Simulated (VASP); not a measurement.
Runs of VASP 6.6.1 on Ge. It takes space group Fmmm (No. 69, orthorhombic). Conventional cell: a = 5.261 Å, b = 5.771 Å, c = 10.231 Å, α = 90.00°, β = 90.00°, γ = 90.00°. Within 3.6 Å of Ge (site symmetry mm2) lie 8 Ge at 2.71 to 3.17 Å. Within 3.4 Å of Ge (site symmetry m2m) lie 8 Ge at 2.61 to 3.17 Å. 

| k mesh | gap on the mesh (eV) | pressure (GPa) | largest force (eV/Å) |
| --- | --- | --- | --- |
| 6 × 6 × 6 | none | -3.3 | 0.01 |
| 8 × 8 × 8 | none | -3.7 | 0.03 |
| 4 × 4 × 4 | none | -3.6 | 0.17 |
| 5 × 5 × 5 | none | (b) | 0.09 |
| 2 × 2 × 2 | none | 0.9 | (a) |
| 3 × 3 × 3 | none | -2.9 | 0.27 |

Alike in all rows: task single point; level PBEsol; potentials or basis VASP PAW PBE potentials, release 64 (Ge_d); no spin polarisation; cell as given; cutoff (eV) 520; smearing fermi-dirac 0.05 eV.

Fill in the values left out.

(a) 0.72; (b) -3.8.

Caveats: some runs use coarse meshes; the PAW data sets were made with another functional, which shifts forces and pressure a little.

A k mesh can miss the band edges, and the runs leave out spin-orbit coupling on Ge.

A gap of «none» marks levels without a gap at the run's occupations.
